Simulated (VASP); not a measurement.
# Hf2Se3S3 in VASP: a series of runs

Runs on Hf2Se3S3. Level: PBE+D3(BJ). Tasks: single point.

All numbers are computed with VASP 6.6.1; they aren't measurements. Logs are shortened: lines on timing, memory, paths and dates and some standing lists are left out, and cuts for length are marked.

### 1 The cell of the first run

The cell holds an amorphous packing of atoms, 16 atoms: a = 7.367 Å, b = 7.510 Å, c = 7.374 Å, α = 90.64°, β = 90.28°, γ = 90.68°.

### 2 Single point, PBE+D3(BJ)

Contents of INCAR:

```
PREC = Accurate ; ENCUT = 520
EDIFF = 1E-7 ; ISMEAR = -1
SIGMA = 0.05 ; LREAL = Auto
LASPH = T ; NELM = 80
ALGO = Normal ; ISIF = 2
LWAVE = F ; LCHARG = F
GGA = PE ; IVDW = 12
NBANDS = 70 ; ISYM = 0
```

Contents of KPOINTS:

```
Automatic mesh
0
Gamma
  1 1 1
  0.25 0.25 0.25
```

Contents of POSCAR:

```
Hf2Se3S3
1.0
    7.3673110000     -0.0439010000     -0.0180960000
   -0.0439010000      7.5102110000     -0.0415870000
   -0.0180960000     -0.0415870000      7.3739650000
Hf Se S
4 6 6
Direct
    0.0212436573      0.6232529947      0.9847038395
    0.4767000552      0.7226221554      0.5360148918
    0.4574690574      0.8553403204      0.0287093033
    0.8907565341      0.2308963589      0.2082687424
    0.6319787283      0.1644165387      0.9677158595
    0.1263451245      0.3017894798      0.9564525815
    0.5987522041      0.9624629583      0.3501112315
    0.7568211750      0.7830390189      0.7730311548
    0.4847353818      0.3922379911      0.4063699479
    1.0021816628      0.1485159336      0.5312771096
    0.2743494850      0.6558503721      0.2564374089
    0.2526198852      0.8619987408      0.7378786516
    0.5425864892      0.5678221079      0.8576178031
    0.2729928130      0.3270310158      0.6137801463
    0.8043566992      0.5366167358      0.2020306469
    0.1175032796      0.9076281358      0.1648663739
```

Potentials or basis: VASP PAW PBE potentials, release 64 (Hf_pv, Se, S).

The run is started by

```sh
cat potpaw_PBE.64/Hf_pv/POTCAR potpaw_PBE.64/Se/POTCAR potpaw_PBE.64/S/POTCAR > POTCAR
mpirun -np 1 vasp_std > vasp.out
```

OUTCAR:

```text
PREC = Accurate
   ENCUT = 520
   EDIFF = 1E-7
   ISMEAR = -1
   LREAL = Auto
   LASPH = T
   NELM = 80
   ISIF = 2
   GGA = PE
   IVDW = 12
   ISYM = 0
 IVDW          = 12

 ion  position               nearest neighbor table
   1  0.021  0.623  0.985-  15 2.36   6 2.55  16 2.59  11 2.74   8 2.78  12 3.08   4 3.52   3 3.65

   2  0.477  0.723  0.536-   7 2.44  12 2.46  11 2.58   9 2.65  13 2.70   8 2.73   3 3.76
   3  0.457  0.855  0.029-  13 2.57  12 2.62  11 2.63   5 2.68   7 2.69  16 2.73   8 2.96   1 3.65
                             2 3.76
   4  0.891  0.231  0.208-  15 2.39  10 2.60   6 2.60   5 2.64  16 2.98   7 3.12   1 3.52
   5  0.632  0.164  0.968-   4 2.64   3 2.68
   6  0.126  0.302  0.956-   1 2.55   4 2.60  14 2.76
   7  0.599  0.962  0.350-   2 2.44   3 2.69   4 3.12
   8  0.757  0.783  0.773-  13 2.34   2 2.73   1 2.78   3 2.96
   9  0.485  0.392  0.406-  14 2.24   2 2.65  11 2.77
  10  0.002  0.149  0.531-  14 2.46   4 2.60
  11  0.274  0.656  0.256-  16 2.33   2 2.58   3 2.63   1 2.74   9 2.77
  12  0.253  0.862  0.738-   2 2.46   3 2.62   1 3.08
  13  0.543  0.568  0.858-   8 2.34   3 2.57   2 2.70
  14  0.273  0.327  0.614-   9 2.24  10 2.46   6 2.76
  15  0.804  0.537  0.202-   1 2.36   4 2.39
  16  0.118  0.908  0.165-  11 2.33   1 2.59   3 2.73   4 2.98

IMPORTANT INFORMATION: All symmetrisations will be switched off!
NOSYMM: (Re-)initialisation of all symmetry stuff for point group C_1.

----------------------------------------------------------------------------------------

                                     Primitive cell

  volume of cell :     407.9724

  direct lattice vectors                    reciprocal lattice vectors
     7.367311000 -0.043901000 -0.018096000     0.135740303  0.000795340  0.000337598
    -0.043901000  7.510211000 -0.041587000     0.000795340  0.133160870  0.000752940
    -0.018096000 -0.041587000  7.373965000     0.000337598  0.000752940  0.135617327

  length of vectors
     7.367464023  7.510454450  7.374104472     0.135743053  0.133165374  0.135619837

  position of ions in fractional coordinates (direct lattice)
     0.021243657  0.623252995  0.984703839
     0.476700055  0.722622155  0.536014892
     0.457469057  0.855340320  0.028709303
     0.890756534  0.230896359  0.208268742
     0.631978728  0.164416539  0.967715859
     0.126345124  0.301789480  0.956452582
[... 8 lines left out ...]
     0.804356699  0.536616736  0.202030647
     0.117503280  0.907628136  0.164866374

  ion indices of the primitive-cell ions
   primitive index   ion index
                 1           1
                 2           2
                 3           3
                 4           4
                 5           5
                 6           6
[... 8 lines left out ...]
                15          15
                16          16

----------------------------------------------------------------------------------------

 KPOINTS: Automatic mesh

Automatic generation of k-mesh.
 Grid dimensions read from file:
 generate k-points for:    1    1    1

 Generating k-lattice:

  Cartesian coordinates                     Fractional coordinates (reciprocal lattice)
     0.135740303  0.000795340  0.000337598     1.000000000  0.000000000  0.000000000
     0.000795340  0.133160870  0.000752940     0.000000000  1.000000000  0.000000000
     0.000337598  0.000752940  0.135617327     0.000000000  0.000000000  1.000000000

  Length of vectors
     0.135743053  0.133165374  0.135619837

  Shift w.r.t. Gamma in fractional coordinates (k-lattice)
     0.250000000  0.250000000  0.250000000

 Subroutine IBZKPT returns following result:
 ===========================================

 Found      1 irreducible k-points:

 Following reciprocal coordinates:
            Coordinates               Weight
  0.250000  0.250000  0.250000      2.000000
   k-points           NKPTS =      1   k-points in BZ     NKDIM =      1   number of bands    NBANDS=     70
   number of dos      NEDOS =    301   number of ions     NIONS =     16
   total plane-waves  NPLWV = 175616
   dimension x,y,z NGX =    56 NGY =   56 NGZ =   56
   dimension x,y,z NGXF=   112 NGYF=  112 NGZF=  112
   ions per type =               4   6   6
   NGX,Y,Z   is equivalent  to a cutoff of  12.64, 12.40, 12.62 a.u.
   NGXF,Y,Z  is equivalent  to a cutoff of  25.27, 24.79, 25.25 a.u.
 SYSTEM =  unknown system
   PREC   = accura    normal or accurate (medium, high low for compatibility)
   ISTART =      0    job   : 0-new  1-cont  2-samecut
   ICHARG =      2    charge: 1-file 2-atom 10-const
   ISPIN  =      1    spin polarized calculation?
   LNONCOLLINEAR =      F non collinear calculations
   LSORBIT =      F    spin-orbit coupling
   LASPH  =      T    aspherical Exc in radial PAW
   ENCUT  =  520.0 eV  38.22 Ry    6.18 a.u.  13.70 13.96 13.71*2*pi/ulx,y,z
   NELM   =     80;   NELMIN=  2; NELMDL= -5     # of ELM steps
   EDIFF  = 0.1E-06   stopping-criterion for ELM
   LREAL  =      T    real-space projection
   EDIFFG = 0.1E-05   stopping-criterion for IOM
   NSW    =      0    number of steps for IOM
   IBRION =     -1    ionic relax: 0-MD 1-quasi-New 2-CG
   NFREE  =      0    steps in history (QN), initial steepest desc. (CG)
   ISIF   =      2    stress and relaxation
   ISYM   =      0    0-nonsym 1-usesym 2-fastsym
   POTIM  = 0.5000    time-step for ionic-motion
   TEBEG  =    0.0;   TEEND  =   0.0 temperature during run
   PSTRESS=    0.0 pullay stress
   NELECT =     112.0000    total number of electrons
   NUPDOWN=      -1.0000    fix difference up-down
   EMIN   =  10.00;   EMAX   =-10.00  energy-range for DOS
   EFERMI =   0.00;   METHOD = LEGACY
   ISMEAR =    -1;   SIGMA  =   0.05  broadening in eV -4-tet -1-fermi 0-gaus
   EFERMI_NEDOS =   21; number of points for ismear=-14 and -15
   IALGO  =     38    algorithm
   IMIX   =      4    mixing-type and parameters
     AMIX     =   0.40;   BMIX     =  1.00
     AMIX_MAG =   1.60;   BMIX_MAG =  1.00
  volume/ion in A,a.u.               =      25.50       172.07
  Fermi-wavevector in a.u.,A,eV,Ry     =   1.063989  2.010648 15.402789  1.132073
  Thomas-Fermi vector in A             =   2.199493
   LORBIT       =      0    0 simple, 1 ext, 2 COOP (PROOUT), +10 PAW based schemes
   GGA     = PE    functional components
   LHFCALC =     F    Hartree Fock is set to
   AEXX    =    0.0000 exact exchange contribution
   IVDW    =    12    specifies the selected vdW correction
   LEPSILON=     F    determine dielectric tensor
   LRPA    =     F    only Hartree local field effects (RPA)
 non-spin polarized calculation
  energy-cutoff  :      520.00
  volume of cell :      407.97
 maximum number of plane-waves:     10988
 NGX is ok and might be reduce to    54
   NGX = 27   NGY = 27   NGZ = 27

 number of electron     112.0000003 magnetization

 Free energy of the ion-electron system (eV)
  ---------------------------------------------------
  ext. energy  EPLUGINS =         0.00000000
  ---------------------------------------------------
  free energy    TOTEN  =       -96.89832027 eV

  energy without entropy =      -96.89752413  energy(sigma->0) =      -96.89792220

 E-fermi :   3.3656     XC(G=0):  -9.1071

 val. band max:        2.9810639952   @ k =   0.2500   0.2500   0.2500
 cond. band min:       3.7502090700   @ k =   0.2500   0.2500   0.2500
 fundamental gap:      0.7691450748
 Fermi energy:         3.3656175768

 k-point     1 :       0.2500    0.2500    0.2500
  band No.  band energies     occupation
      1     -28.8075      2.00000
      2     -28.7150      2.00000
      3     -28.6055      2.00000
      4     -28.5726      2.00000
      5     -28.4892      2.00000
      6     -28.4063      2.00000
[... 60 lines left out ...]
     67       5.6845      0.00000
     68       5.7613      0.00000
 [bands above 68 left out]

------------------------ aborting loop because EDIFF is reached ----------------------------------------

 Edisp (eV)   -4.97704

 E8    (eV) :    -2.1410

  FORCE on cell =-STRESS in cart. coord.  units (eV):
  Direction    XX          YY          ZZ          XY          YZ          ZX
  --------------------------------------------------------------------------------------
  -------------------------------------------------------------------------------------
  Total     -10.54500    -0.89760    -4.83459    -3.45093     0.09471    -1.24673
  in kB     -41.41203    -3.52502   -18.98626   -13.55238     0.37194    -4.89611
  external pressure =      -21.31 kB  Pullay stress =        0.00 kB

 VOLUME and BASIS-vectors are now :
 -----------------------------------------------------------------------------
  energy-cutoff  :      520.00
  volume of cell :      407.97
      direct lattice vectors                 reciprocal lattice vectors
     7.367311000 -0.043901000 -0.018096000     0.135740303  0.000795340  0.000337598
    -0.043901000  7.510211000 -0.041587000     0.000795340  0.133160870  0.000752940
    -0.018096000 -0.041587000  7.373965000     0.000337598  0.000752940  0.135617327

 POSITION                                       TOTAL-FORCE (eV/Angst)
 -----------------------------------------------------------------------------------
      0.11133      4.63888      7.23487         0.837946      0.708939      0.275099
      3.47057      5.38383      3.91388        -0.746389     -0.742235      1.423703
      3.33225      6.40251      0.16785        -0.605550      0.389453     -0.986410
      6.54857      1.68631      1.51004        -0.828158     -0.779254     -0.783076
      4.63125      1.16681      7.11763         0.140552     -0.278774      0.196343
      0.90027      2.22118      7.03801        -0.108509      0.236144      0.511281
[... 8 lines left out ...]
      5.89873      3.98639      1.45290         0.159157      0.474405      0.577608
      0.82285      6.80446      1.17585         0.642947     -0.296172     -0.834504
 -----------------------------------------------------------------------------------
    total drift:                                0.011849     -0.005671     -0.015867

  FREE ENERGIE OF THE ION-ELECTRON SYSTEM (eV)
  ---------------------------------------------------
  free  energy   TOTEN  =      -101.8753637336 eV

  energy  without entropy=     -101.8745675910  energy(sigma->0) =     -101.87496566
```

Wall time 38 s (1 thread of Intel Xeon 6975P-C (Granite Rapids), shared host); peak memory 0.41 GiB.

Results:

```yaml
Free_energy: -101.8754 eV
Pressure: -2.1 GPa
Largest_force: 1.771 eV/Å
Band_gap_on_the_k_mesh: 0.77 eV
Dispersion_energy_per_atom: -0.311 eV
```

Forces in eV/Å, atoms in the order of the input:
```
Hf   0.838  0.709  0.275
Hf  -0.746 -0.742  1.424
Hf  -0.606  0.389 -0.986
Hf  -0.828 -0.779 -0.783
Se   0.141 -0.279  0.196
Se  -0.109  0.236  0.511
Se   0.982  0.950 -0.070
Se   0.000 -0.539  0.032
Se  -0.336 -0.448 -0.451
Se   0.116  0.914 -0.096
S   -0.284 -0.084 -0.047
S    0.061 -0.431  0.686
S    0.395  0.110 -0.241
S   -0.425 -0.185 -0.193
S    0.159  0.474  0.578
S    0.643 -0.296 -0.835
```

Stress tensor (GPa, compression positive):
```
-4.14 -1.36 -0.49
-1.36 -0.35  0.04
-0.49  0.04 -1.90
```

Caveat: the k points lie up to 0.85 Å⁻¹ apart; spin-orbit coupling is left out, which moves the levels of the heavy elements.

### 3 Single point, PBE+D3(BJ)

Contents of INCAR:

```
  PREC = Accurate
  ENCUT = 520
  EDIFF = 1E-6
  ISMEAR = -1
  SIGMA = 0.05
  LREAL = Auto
  LASPH = T
  NELM = 100
  ALGO = Normal
  ISIF = 2
  LWAVE = F
  LCHARG = F
  GGA = PE
  IVDW = 12
  ISYM = 0
  NBANDS = 70
```

KPOINTS is that of step 2.

Contents of POSCAR:

```
Hf2Se3S3
1.0
    7.3673110000     -0.0439010000     -0.0180960000
   -0.0439010000      7.5102110000     -0.0415870000
   -0.0180960000     -0.0415870000      7.3739650000
Hf Se S
4 6 6
Direct
    0.0165119484      0.6266358266      0.9931321486
    0.4728209279      0.7190899271      0.5521140879
    0.4569468760      0.8614426237      0.0274952112
    0.8766331974      0.2296508584      0.2074765807
    0.6461864451      0.1616029836      0.9722575267
    0.1422596176      0.3011505422      0.9528644735
    0.5990661064      0.9773174414      0.3531776189
    0.7538422864      0.7864445945      0.7832595356
    0.4712854574      0.3951532511      0.4114119907
    1.0054975735      0.1595617894      0.5263269056
    0.2702309663      0.6442672812      0.2588744648
    0.2595199435      0.8190587784      0.7662265105
    0.5751257131      0.5575233845      0.8640118579
    0.2571429101      0.3179880778      0.6213414938
    0.8007075070      0.5416705424      0.2186309612
    0.1214777053      0.9158095471      0.1343434682
```

Potentials or basis: VASP PAW PBE potentials, release 64 (Hf_pv, Se, S).

The run is started by

```sh
cat potpaw_PBE.64/Hf_pv/POTCAR potpaw_PBE.64/Se/POTCAR potpaw_PBE.64/S/POTCAR > POTCAR
mpirun -np 1 vasp_std > vasp.out
```

Wall time 34 s (1 thread of Intel Xeon 6975P-C (Granite Rapids), shared host); peak memory 0.4 GiB.

Results (log left out):

* Free energy: -101.8831 eV
* Pressure: -1.3 GPa
* Largest force: 1.866 eV/Å
* Band gap on the k mesh: 0.98 eV
* Dispersion energy per atom: -0.311 eV

Forces in eV/Å, atoms in the order of the input:
```
Hf   0.869 -0.223  0.431
Hf   0.731 -0.376 -0.509
Hf   0.521 -0.499  0.643
Hf   0.763 -0.098 -0.573
Se  -0.878 -0.267 -0.794
Se  -1.018  0.711  1.392
Se   0.045 -0.453  0.708
Se   0.354  0.277 -0.423
Se  -0.344 -0.473 -0.785
Se  -0.133 -0.068  0.230
S    0.444  0.630  0.153
S   -1.456  0.417 -0.625
S   -0.494  0.012 -0.197
S    0.047  0.267 -0.311
S    0.502  0.082  0.377
S    0.047  0.060  0.283
```

Stress tensor (GPa, compression positive):
```
-2.97 -0.62  0.38
-0.62 -1.50  0.66
 0.38  0.66  0.45
```

Levels at points of the mesh, in eV from the valence-band top:
| k point | band 54 | band 55 | band 56 | band 57 | band 58 | band 59 |
| --- | --- | --- | --- | --- | --- | --- |
| (0.25, 0.25, 0.25) | -0.65 | -0.32 | 0.00 | 0.98 | 1.18 | 1.31 |

Caveat: the k points lie up to 0.85 Å⁻¹ apart; spin-orbit coupling is left out, which moves the levels of the heavy elements.

### 4 Single point, PBE+D3(BJ)

Contents of INCAR:

```
PREC = Accurate ; ENCUT = 520
EDIFF = 1E-6 ; ISMEAR = -1
SIGMA = 0.05 ; LREAL = Auto
LASPH = True ; NELM = 60
ALGO = Normal ; ISIF = 2
LWAVE = False ; LCHARG = True
GGA = PE ; IVDW = 12
LELF = True ; LVHAR = True
NBANDS = 70 ; ISYM = 0
```

KPOINTS is that of step 3.

Contents of POSCAR:

```
Hf2Se3S3
1.0
    7.3673110000     -0.0439010000     -0.0180960000
   -0.0439010000      7.5102110000     -0.0415870000
   -0.0180960000     -0.0415870000      7.3739650000
Hf Se S
4 6 6
Direct
    0.0189959288      0.6274751691      1.0005044179
    0.4723930827      0.7194320215      0.5643771627
    0.4652625728      0.8637093102      0.0259376700
    0.8788026658      0.2294358437      0.2044696932
    0.6472409380      0.1600695435      0.9596633947
    0.1415063639      0.3096699762      0.9650513590
    0.6091006713      0.9797193089      0.3715969458
    0.7476952500      0.7990153003      0.7861333682
    0.4540698517      0.3939463325      0.4125317782
    1.0111212354      0.1690291621      0.5348171120
    0.2940862993      0.6600678689      0.2623004080
    0.2246111934      0.8045709642      0.7708911362
    0.5788913965      0.5579333476      0.8587600284
    0.2376262823      0.3360374235      0.6204324096
    0.8167642539      0.5483463110      0.2517308184
    0.1281351244      0.9312886573      0.1331680086
```

The run is started by

```sh
cat potpaw_PBE.64/Hf_pv/POTCAR potpaw_PBE.64/Se/POTCAR potpaw_PBE.64/S/POTCAR > POTCAR
mpirun -np 1 vasp_std > vasp.out
```

Run time: 39 s. Hardware: 1 thread of Intel Xeon 6975P-C (Granite Rapids), shared host; peak memory 0.4 GiB.

Results (log left out):

```yaml
Free_energy: -102.1666 eV
Pressure: -2.3 GPa
Largest_force: 1.464 eV/Å
Band_gap_on_the_k_mesh: 1.03 eV
Dispersion_energy_per_atom: -0.310 eV
```

Forces on the atoms (eV/Å):
```
Hf   0.450  0.391  1.224
Hf  -0.411 -0.196 -0.240
Hf  -0.191 -0.433  0.462
Hf   0.447 -0.017 -0.117
Se  -0.399  0.161 -0.188
Se  -0.770  0.635  1.072
Se  -0.166 -0.190 -0.176
Se   0.502  0.254 -0.090
Se   0.120 -0.177 -0.769
Se  -1.090 -0.637 -0.442
S   -0.403  0.057 -0.113
S    0.994  0.262 -0.800
S   -0.378 -0.134  0.234
S    0.857  0.605  0.024
S    0.464 -0.343 -0.385
S   -0.027 -0.237  0.306
```

Stress tensor (GPa, compression positive):
```
-4.08  0.09  0.29
 0.09 -1.18  0.09
 0.29  0.09 -1.52
```

Levels at points of the mesh, in eV from the valence-band top:
```
           k point  band 53  band 54  band 55  band 56  band 57  band 58  band 59  band 60
(0.25, 0.25, 0.25)    -0.70    -0.65    -0.09     0.00     1.03     1.23     1.46     1.63
```

Caveat: the k points lie up to 0.85 Å⁻¹ apart; spin-orbit coupling is left out, which moves the levels of the heavy elements.
